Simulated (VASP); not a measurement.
# Hf (P6_3/mmc) in VASP: notebook, part 2 of 2

VASP 6.6.1. Earlier steps stand in the parts before.

## Step 3: Single point, PBE

This run uses another cell than the first one, of 25.11 Å³/atom, 1.014 times its volume.

Contents of INCAR:

```
PREC = Accurate ; ENCUT = 500
EDIFF = 1E-6 ; ISMEAR = 0
SIGMA = 0.15 ; LREAL = F
LASPH = T ; NELM = 120
ALGO = Normal ; ISIF = 2
LWAVE = F ; LCHARG = F
GGA = PE ; NBANDS = 17
GGA_COMPAT = F
```

Contents of KPOINTS:

```
regular mesh
0
Gamma
  18 18 10
```

Contents of POSCAR:

```
Hf
1.0
    3.3170000000      0.0000000000      0.0000000000
   -1.6585000000      2.8726062644      0.0000000000
    0.0000000000      0.0000000000      5.2704000000
Hf
2
Direct
    0.3333333333      0.6666666667      0.2500000000
    0.6666666667      0.3333333333      0.7500000000
```

Potentials or basis: VASP PAW PBE potentials, release 64 (Hf_pv).

The run is started by

```
$ cat potpaw_PBE.64/Hf_pv/POTCAR > POTCAR
$ mpirun -np 1 vasp_std > vasp.out
```

OUTCAR:

```text
PREC = Accurate
   ENCUT = 500
   EDIFF = 1E-6
   ISMEAR = 0
   LREAL = F
   LASPH = T
   NELM = 120
   ISIF = 2
   GGA = PE

 ion  position               nearest neighbor table
   1  0.333  0.667  0.250-   2 3.26   2 3.26   2 3.26   2 3.26   2 3.26   2 3.26
   2  0.667  0.333  0.750-   1 3.26   1 3.26   1 3.26   1 3.26   1 3.26   1 3.26

  LATTYP: Found a hexagonal cell.
 ALAT       =     3.3170000000
 C/A-ratio  =     1.5889056376

  Lattice vectors:

 A1 = (   3.3170000000,   0.0000000000,   0.0000000000)
 A2 = (  -1.6585000000,   2.8726062644,   0.0000000000)
 A3 = (   0.0000000000,   0.0000000000,   5.2704000000)

Analysis of symmetry for initial positions (statically):
=====================================================================
 Subroutine PRICEL returns:
 Original cell was already a primitive cell.

 Routine SETGRP: Setting up the symmetry group for a
 hexagonal supercell.

 Subroutine GETGRP returns: Found 24 space group operations
 (whereof 12 operations were pure point group operations)
 out of a pool of 24 trial point group operations.

The static configuration has the point symmetry D_3d.
 The point group associated with its full space group is D_6h.

Analysis of symmetry for dynamics (positions and initial velocities):
=====================================================================
 Subroutine PRICEL returns:
 Original cell was already a primitive cell.

 Routine SETGRP: Setting up the symmetry group for a
 hexagonal supercell.

 Subroutine GETGRP returns: Found 24 space group operations
 (whereof 12 operations were pure point group operations)
 out of a pool of 24 trial point group operations.

[... 106 lines left out ...]
   NFREE  =      0    steps in history (QN), initial steepest desc. (CG)
   ISIF   =      2    stress and relaxation
   ISYM   =      2    0-nonsym 1-usesym 2-fastsym
   POTIM  = 0.5000    time-step for ionic-motion
   TEBEG  =    0.0;   TEEND  =   0.0 temperature during run
   PSTRESS=    0.0 pullay stress
   NELECT =      20.0000    total number of electrons
   NUPDOWN=      -1.0000    fix difference up-down
   EMIN   =  10.00;   EMAX   =-10.00  energy-range for DOS
   EFERMI =   0.00;   METHOD = LEGACY
   ISMEAR =     0;   SIGMA  =   0.15  broadening in eV -4-tet -1-fermi 0-gaus
   EFERMI_NEDOS =   21; number of points for ismear=-14 and -15
   IALGO  =     38    algorithm
   IMIX   =      4    mixing-type and parameters
     AMIX     =   0.40;   BMIX     =  1.00
     AMIX_MAG =   1.60;   BMIX_MAG =  1.00
  volume/ion in A,a.u.               =      25.11       169.45
  Fermi-wavevector in a.u.,A,eV,Ry     =   1.204471  2.276121 19.738666  1.450751
  Thomas-Fermi vector in A             =   2.340195
   LORBIT       =      0    0 simple, 1 ext, 2 COOP (PROOUT), +10 PAW based schemes
   GGA     = PE    functional components
   LHFCALC =     F    Hartree Fock is set to
   AEXX    =    0.0000 exact exchange contribution
   IVDW    =     0    specifies the selected vdW correction
   LEPSILON=     F    determine dielectric tensor
   LRPA    =     F    only Hartree local field effects (RPA)
 non-spin polarized calculation
 Gauss-broadening in eV      SIGMA  =   0.15
  energy-cutoff  :      500.00
  volume of cell :       50.22
 maximum number of plane-waves:      1302
   NGX = 13   NGY = 13   NGZ = 19

 number of electron      19.9999997 magnetization

 Free energy of the ion-electron system (eV)
  ---------------------------------------------------
  ext. energy  EPLUGINS =         0.00000000
  ---------------------------------------------------
  free energy    TOTEN  =       -19.67798191 eV

  energy without entropy =      -19.65952501  energy(sigma->0) =      -19.66875346

 E-fermi :   4.1518     XC(G=0): -10.7701

 val. band max:        4.1479909167   @ k =   0.1111   0.1111   0.4000
 cond. band min:       4.1567115158   @ k =   0.0556   0.0556   0.5000
 fundamental gap:      0.0087205991
 Fermi energy:         4.1518376683

 k-point     1 :       0.0000    0.0000    0.0000
  band No.  band energies     occupation
      1     -27.0625      2.00000
      2     -26.5603      2.00000
      3     -26.5603      2.00000
      4     -26.4861      2.00000
      5     -26.4743      2.00000
      6     -26.4743      2.00000
[... 457 lines left out ...]
      4     -26.6967      2.00000
      5     -26.6313      2.00000
      6     -26.5645      2.00000
[... 9 lines left out ...]
     16       9.5610      0.00000
     17      10.0117      0.00000

 [... further k-points ...]
[... 5 lines left out ...]
  --------------------------------------------------------------------------------------
  -------------------------------------------------------------------------------------
  Total       -3.0535929     -3.0535929     -3.3096974      0.0000000      0.0000000      0.0000000
  in kB      -97.4218923    -97.4218923   -105.5926572      0.0000000      0.0000000      0.0000000
  external PRESSURE =    -100.1454806 kB  Pullay stress =       0.0000000 kB

 VOLUME and BASIS-vectors are now :
 -----------------------------------------------------------------------------
  energy-cutoff  :      500.00
  volume of cell :       50.22
      direct lattice vectors                 reciprocal lattice vectors
     3.317000000  0.000000000  0.000000000     0.301477238  0.174057965  0.000000000
    -1.658500000  2.872606264  0.000000000     0.000000000  0.348115930  0.000000000
     0.000000000  0.000000000  5.270400000     0.000000000  0.000000000  0.189738919

 POSITION                                       TOTAL-FORCE (eV/Angst)
 -----------------------------------------------------------------------------------
     -0.00000      1.91507      1.31760        -0.000000      0.000000      0.000000
      1.65850      0.95754      3.95280         0.000000      0.000000      0.000000
 -----------------------------------------------------------------------------------
    total drift:                                0.000000     -0.000000      0.000000

  FREE ENERGIE OF THE ION-ELECTRON SYSTEM (eV)
  ---------------------------------------------------
  free  energy   TOTEN  =       -19.6779819069 eV

  energy  without entropy=      -19.6595250060  energy(sigma->0) =      -19.66875346
```

Wall time 82 s (1 thread of Intel Xeon 6975P-C, shared host); peak memory 0.28 GiB.

Results:

* Free energy: -19.6780 eV
* Pressure: -10.0 GPa
* Band gap on the k mesh: zero (band 10 reaches 5.29 eV, above the bottom of band 11 at 3.67 eV)

Levels at points of the mesh, in eV from the Fermi level:
| k point | band 7 | band 8 | band 9 | band 10 | band 11 | band 12 | band 13 | band 14 |
| --- | --- | --- | --- | --- | --- | --- | --- | --- |
| (0.00, 0.00, 0.00) | -6.98 | -3.39 | 0.27 | 1.14 | 1.14 | 1.33 | 1.83 | 1.83 |
| (0.50, 0.00, 0.00) | -3.16 | -2.37 | -1.90 | -0.92 | 0.71 | 0.82 | 1.45 | 5.17 |
| (0.00, 0.00, 0.50) | -5.21 | -5.21 | 0.15 | 0.15 | 1.05 | 1.05 | 1.05 | 1.05 |
| (0.50, 0.00, 0.50) | -3.06 | -3.06 | -0.83 | -0.83 | 0.86 | 0.86 | 2.40 | 2.40 |

Caveat: spin-orbit coupling is left out, which moves the levels of the heavy elements.

## Step 4: Single point, PBE

This run uses another cell than the first one, of 25.80 Å³/atom, 1.042 times its volume.

Contents of INCAR:

```
PREC = Accurate
ENCUT = 500
EDIFF = 1E-6
ISMEAR = 0
SIGMA = 0.15
LREAL = F
LASPH = T
NELM = 120
ALGO = Normal
ISIF = 2
LWAVE = F
LCHARG = F
GGA = PE
NBANDS = 17
GGA_COMPAT = F
```

KPOINTS is that of step 3.

Contents of POSCAR:

```
Hf
1.0
    3.4292000000      0.0000000000      0.0000000000
   -1.7146000000      2.9697743147      0.0000000000
    0.0000000000      0.0000000000      5.0676933209
Hf
2
Direct
    0.3333333333      0.6666666667      0.2500000000
    0.6666666667      0.3333333333      0.7500000000
```

The run is started by

```
$ cat potpaw_PBE.64/Hf_pv/POTCAR > POTCAR
$ mpirun -np 1 vasp_std > vasp.out
```

Wall time 2.1 min (1 thread of Intel Xeon 6975P-C, shared host); peak memory 0.29 GiB.

It converged, with:

```
Free energy            : -19.5455 eV
Pressure               : -11.6 GPa
Band gap on the k mesh : zero (band 10 reaches 4.96 eV, above the bottom of band 11 at 3.49 eV)
```

Stress tensor (GPa, compression positive):
```
-13.44   0.00   0.00
  0.00 -13.44   0.00
  0.00   0.00  -7.81
```

Levels at points of the mesh, in eV from the Fermi level:
```
           k point  band 6  band 7  band 8  band 9  band 10  band 11  band 12  band 13  band 14  band 15
(0.00, 0.00, 0.00)  -30.73   -6.90   -3.13    0.74     0.96     0.96     1.79     1.79     1.85     1.85
(0.50, 0.00, 0.00)  -30.80   -3.26   -2.31   -1.75    -1.21     0.39     0.98     1.78     4.55     5.12
(0.00, 0.00, 0.50)  -30.83   -4.97   -4.97    0.46     0.46     0.73     0.73     0.73     0.73     4.13
(0.50, 0.00, 0.50)  -30.85   -3.02   -3.02   -0.68    -0.68     0.78     0.78     2.03     2.03     4.89
```

Caveat: spin-orbit coupling is left out, which moves the levels of the heavy elements.

## Step 5: Overview

| cell | gap on the mesh (eV) | pressure (GPa) |
| --- | --- | --- |
| a = 3.429, b = 3.429, c = 4.865 Å, angles 90.0, 90.0, 120.0°, 2 atoms | none | -8.3 |
| a = 3.317, b = 3.317, c = 5.270 Å, angles 90.0, 90.0, 120.0°, 2 atoms | none | -10.0 |
| a = 3.429, b = 3.429, c = 5.068 Å, angles 90.0, 90.0, 120.0°, 2 atoms | none | -11.6 |

Alike in all rows: task single point; level PBE; potentials or basis VASP PAW PBE potentials, release 64 (Hf_pv); no spin polarisation; k mesh 18 × 18 × 10; cutoff (eV) 500; smearing gaussian 0.15 eV.

Caveats: spin-orbit coupling is left out, which moves the levels of the heavy elements.

Absolute energies hang on the potentials; compare differences alone.
